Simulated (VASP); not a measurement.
# BN (Fmm2) in VASP: further runs, part 2 of 2

VASP 6.6.1. Earlier steps stand in the parts before.

## Step 3: Single point, r2SCAN (atom 2 (N) moved by (+0.000, -0.300) A along [1 1 0] and z)

File POSCAR:

```
BN
1.0
    0.0000000000      3.4953158300      2.1660912400
    1.2516321000      0.0000000000      2.1660912400
    1.2516321000      3.4953158300      0.0000000000
B N
1 1
Direct
    0.0000486500      0.0000486500      0.9999513500
    0.5974021795      0.5974021795      0.4025978205
```

File INCAR.step1:

```
PREC     = Accurate       # precision mode
ENCUT    = 520            # plane-wave cutoff, eV
ISMEAR   = 0              # smearing method
SIGMA    = 0.05           # smearing width, eV
LREAL    = False          # projectors in reciprocal space
LASPH    = True           # aspherical terms in the spheres
NELM     = 100            # most SCF steps
NBANDS   = 11             # bands
GGA      = PE             # functional
ALGO     = Normal         # electronic algorithm
EDIFF    = 1E-4           # SCF threshold, eV
LWAVE    = True           # write WAVECAR
LCHARG   = False          # write CHGCAR
```

File INCAR.step2:

```
PREC     = Accurate       # precision mode
ENCUT    = 520            # plane-wave cutoff, eV
EDIFF    = 1E-6           # SCF threshold, eV
ISMEAR   = 0              # smearing method
SIGMA    = 0.05           # smearing width, eV
LREAL    = False          # projectors in reciprocal space
LASPH    = True           # aspherical terms in the spheres
NELM     = 100            # most SCF steps
ALGO     = Normal         # electronic algorithm
ISIF     = 2              # what is computed and relaxed
LWAVE    = False          # write WAVECAR
LCHARG   = False          # write CHGCAR
METAGGA  = R2SCAN         # meta-GGA
LMIXTAU  = True         
NBANDS   = 11             # bands
ISTART   = 1
```

File KPOINTS:

```
regular mesh
0
Gamma
  12 12 12
```

Potentials or basis: VASP PAW PBE potentials, release 64 (B, N).

The run is started by

```sh
$ cat potpaw_PBE.64/B/POTCAR potpaw_PBE.64/N/POTCAR > POTCAR
$ cp INCAR.step1 INCAR
$ mpirun -np 1 vasp_std > vasp.out
$ cp INCAR.step2 INCAR
$ mpirun -np 1 vasp_std > vasp.out
```

OUTCAR:

```text
PREC = Accurate
   ENCUT = 520
   EDIFF = 1E-6
   ISMEAR = 0
   LREAL = False
   LASPH = True
   NELM = 100
   ISIF = 2
   METAGGA = R2SCAN
   ISTART = 1

 ion  position               nearest neighbor table
   1  0.000  0.000  1.000-   2 1.32   2 1.32   2 1.74
   2  0.597  0.597  0.403-   1 1.32   1 1.32   1 1.74

  LATTYP: Found a face centered orthorhombic cell.
 ALAT       =     2.5032642000
 B/A-ratio  =     1.7306133647
 C/A-ratio  =     2.7926064137

  Lattice vectors:

 A1 = (   0.0000000000,   3.4953158300,   2.1660912400)
 A2 = (  -1.2516321000,   3.4953158300,   0.0000000000)
 A3 = (  -1.2516321000,   0.0000000000,   2.1660912400)

Analysis of symmetry for initial positions (statically):
=====================================================================
 Subroutine PRICEL returns:
 Original cell was already a primitive cell.

 Routine SETGRP: Setting up the symmetry group for a
 face centered orthorhombic supercell.

 Subroutine GETGRP returns: Found  4 space group operations
 (whereof  4 operations were pure point group operations)
 out of a pool of  8 trial point group operations.

The static configuration has the point symmetry C_2v.

Analysis of symmetry for dynamics (positions and initial velocities):
=====================================================================
 Subroutine PRICEL returns:
 Original cell was already a primitive cell.

 Routine SETGRP: Setting up the symmetry group for a
 face centered orthorhombic supercell.

 Subroutine GETGRP returns: Found  4 space group operations
 (whereof  4 operations were pure point group operations)
 out of a pool of  8 trial point group operations.

The dynamic configuration has the point symmetry C_2v.

 Subroutine INISYM returns: Found  4 space group operations
 (whereof  4 operations are pure point group operations),
 and found     1 'primitive' translations

----------------------------------------------------------------------------------------

[... 119 lines left out ...]
   AEXX    =    0.0000 exact exchange contribution
   IVDW    =     0    specifies the selected vdW correction
   LEPSILON=     F    determine dielectric tensor
   LRPA    =     F    only Hartree local field effects (RPA)
 non-spin polarized calculation
 Gauss-broadening in eV      SIGMA  =   0.05
  energy-cutoff  :      520.00
  volume of cell :       18.95
 maximum number of plane-waves:       529
   NGX = 15   NGY =  9   NGZ = 13

 number of electron       8.0000000 magnetization

 Free energy of the ion-electron system (eV)
  ---------------------------------------------------
  ext. energy  EPLUGINS =         0.00000000
  ---------------------------------------------------
  free energy    TOTEN  =       -18.01747180 eV

  energy without entropy =      -18.01747180  energy(sigma->0) =      -18.01747180

 E-fermi :   3.5797     XC(G=0): -10.3588

 val. band max:        3.3815988063   @ k =   0.5000   0.0000   0.5000
 cond. band min:       6.0336337579   @ k =   0.5000   0.0000   0.0000
 fundamental gap:      2.6520349516
 Fermi energy:         3.5797435636

 k-point     1 :       0.0000    0.0000    0.0000
  band No.  band energies     occupation
      1     -17.2045      2.00000
      2      -3.2608      2.00000
      3      -3.0709      2.00000
      4       3.3552      2.00000
      5       6.7796      0.00000
      6      11.0685      0.00000
      7      16.2860      0.00000
      8      17.2610      0.00000
      9      19.2581      0.00000
     10      27.7911      0.00000
     11      29.4537      0.00000
[... 309 lines left out ...]
 k-point    24 :      -0.4167    0.1667    0.0000
  band No.  band energies     occupation
      1     -14.1747      2.00000
      2      -7.6781      2.00000
      3      -2.7721      2.00000
      4       1.1711      2.00000
      5       6.3340      0.00000
      6      12.4168      0.00000
      7      15.4978      0.00000
      8      17.7253      0.00000
      9      20.5681      0.00000
     10      23.7323      0.00000
     11      25.5461      0.00000

 [... further k-points ...]

------------------------ aborting loop because EDIFF is reached ----------------------------------------

  FORCE on cell =-STRESS in cart. coord.  units (eV):
  Direction    XX          YY          ZZ          XY          YZ          ZX
  --------------------------------------------------------------------------------------
  -------------------------------------------------------------------------------------
  Total        6.6324676     -0.0807859      1.2519984      0.0000000      0.0000000      0.0000000
  in kB      560.6810267     -6.8293009    105.8386989      0.0000000      0.0000000      0.0000000
  external PRESSURE =     219.8968083 kB  Pullay stress =       0.0000000 kB

 VOLUME and BASIS-vectors are now :
 -----------------------------------------------------------------------------
  energy-cutoff  :      520.00
  volume of cell :       18.95
      direct lattice vectors                 reciprocal lattice vectors
     0.000000000  3.495315830  2.166091240    -0.399478409  0.143048590  0.230830535
     1.251632100  0.000000000  2.166091240     0.399478409 -0.143048590  0.230830535
     1.251632100  3.495315830  0.000000000     0.399478409  0.143048590 -0.230830535

 POSITION                                       TOTAL-FORCE (eV/Angst)
 -----------------------------------------------------------------------------------
      1.25163      3.49532      0.00021         0.000000      0.000000     -6.411678
      1.25163      3.49532      2.58806         0.000000      0.000000      6.411678
 -----------------------------------------------------------------------------------
    total drift:                               -0.000007      0.000029     -0.000028

  FREE ENERGIE OF THE ION-ELECTRON SYSTEM (eV)
  ---------------------------------------------------
  free  energy   TOTEN  =       -18.0174717976 eV

  energy  without entropy=      -18.0174717976  energy(sigma->0) =      -18.01747180
```

Run time: 7.7 min. Hardware: 1 thread of AMD EPYC 7R13, shared host; peak memory 0.16 GiB.

Results:

```yaml
Free_energy: -18.0175 eV
Pressure: 22.0 GPa
Largest_force: 6.412 eV/Å
Band_gap_on_the_k_mesh: 2.65 eV (least direct gap 3.42 eV)
```

Forces on the atoms (eV/Å):
```
B    0.000  0.000 -6.412
N    0.000  0.000  6.412
```

Stress tensor (GPa, compression positive):
```
56.07  0.00  0.00
 0.00 -0.68  0.00
 0.00  0.00 10.58
```

Levels at points of the mesh, in eV from the valence-band top:
```
           k point  band 1  band 2  band 3  band 4  band 5  band 6  band 7  band 8
(0.00, 0.00, 0.00)  -20.59   -6.64   -6.45   -0.03    3.40    7.69   12.90   13.88
(0.50, 0.00, 0.00)  -17.83  -11.36   -4.34   -2.44    2.65    6.82   12.11   14.49
(0.50, 0.50, 0.00)  -17.13  -10.42   -8.31   -3.37    7.80    8.03   11.58   12.90
(0.50, 0.00, 0.50)  -20.39   -8.10   -6.66    0.00    7.35    8.55   11.42   15.66
(0.00, 0.50, 0.50)  -17.01  -10.23   -8.34   -4.31    5.01    8.82   12.89   16.65
```

Caveat: the cell differs from its parent crystal (atom 2 (N) moved by (+0.000, -0.300) A along [1 1 0] and z); the cell stands under pressure; the PAW data sets were made with another functional, which shifts forces and pressure a little.

## Step 4: Single point, r2SCAN (atom 2 (N) moved by (+0.000, +0.300) A along [1 1 0] and z)

POSCAR, as its differences from that of step 3:

```diff
@@ -9,2 +9,2 @@
     0.0000486500      0.0000486500      0.9999513500
-    0.5974021795      0.5974021795      0.4025978205
+    0.7359005005      0.7359005005      0.2640994995
```

File INCAR.step1:

```
SYSTEM = BN
PREC = Accurate
ENCUT = 520
ISMEAR = 0
SIGMA = 0.05
LREAL = .False.
LASPH = .True.
NELM = 80
NBANDS = 11
GGA = PE
ALGO = Normal
EDIFF = 1E-4
LWAVE = .True.
LCHARG = .False.
```

File INCAR.step2:

```
SYSTEM = BN
PREC = Accurate
ENCUT = 520
EDIFF = 1E-6
ISMEAR = 0
SIGMA = 0.05
LREAL = .False.
LASPH = .True.
NELM = 80
ALGO = Normal
ISIF = 2
LWAVE = .False.
LCHARG = .True.
METAGGA = R2SCAN
LMIXTAU = .True.
LELF = .True.
LVHAR = .True.
NBANDS = 11
ISTART = 1
```

File KPOINTS:

```
Automatic mesh
0
Gamma
  12 12 12
  0 0 0
```

The run is started by

```sh
$ cat potpaw_PBE.64/B/POTCAR potpaw_PBE.64/N/POTCAR > POTCAR
$ cp INCAR.step1 INCAR
$ mpirun -np 1 vasp_std > vasp.out
$ cp INCAR.step2 INCAR
$ mpirun -np 1 vasp_std > vasp.out
```

It took 7.4 min on 1 thread of AMD EPYC 7R13, shared host; peak memory 0.16 GiB.

The run converged. Its results:

| Item | Value |
| --- | --- |
| Free energy | -16.5971 eV |
| Pressure | 46.4 GPa |
| Largest force | 22.307 eV/Å |
| Band gap on the k mesh | 1.94 eV (least direct gap 3.87 eV) |

Forces on the atoms (eV/Å):
```
B     0.000   0.000  22.307
N     0.000   0.000 -22.307
```

Stress tensor (GPa, compression positive):
```
 -2.76   0.00   0.00
  0.00  -0.46   0.00
  0.00   0.00 142.36
```

Levels at points of the mesh, in eV from the valence-band top:
```
           k point  band 1  band 2  band 3  band 4  band 5  band 6  band 7  band 8  band 9
(0.00, 0.00, 0.00)  -20.29   -6.25   -5.85    0.00    3.87    7.80   12.19   13.69   17.61
(0.50, 0.00, 0.00)  -17.32  -10.32   -5.75   -3.34    5.23    7.09   12.62   15.10   18.14
(0.50, 0.50, 0.00)  -17.85  -10.75   -4.48   -1.79    4.14    9.33   10.47   13.40   20.61
(0.50, 0.00, 0.50)  -20.11   -7.83   -5.79   -0.03    7.72    8.80   10.09   16.19   17.03
(0.00, 0.50, 0.50)  -17.77  -10.55   -4.53   -2.59    1.94    9.98   14.35   15.63   19.78
```

Caveat: the cell differs from its parent crystal (atom 2 (N) moved by (+0.000, +0.300) A along [1 1 0] and z); the cell stands under pressure; the PAW data sets were made with another functional, which shifts forces and pressure a little. A k mesh can miss the band edges.

## Step 5: The runs side by side

| cell | gap on the mesh (eV) | pressure (GPa) | largest force (eV/Å) |
| --- | --- | --- | --- |
| as given, atomic positions A | 5.29 | 285.3 | 127.42 |
| as given, atomic positions B | 2.65 | 22.0 | 6.41 |
| as given, atomic positions C | 1.94 | 46.4 | 22.31 |

Alike in all rows: task single point; level r2SCAN; potentials or basis VASP PAW PBE potentials, release 64 (B, N); no spin polarisation; k mesh 12 × 12 × 12; cutoff (eV) 520; smearing gaussian 0.05 eV.

Caveats: the cell stands under pressure; the PAW data sets were made with another functional, which shifts forces and pressure a little; atoms lie so close that the PAW spheres overlap strongly, which falsifies energies and pressures (at least some runs).

Total energies depend on the potentials used, so only differences within one code and one set of settings carry meaning.
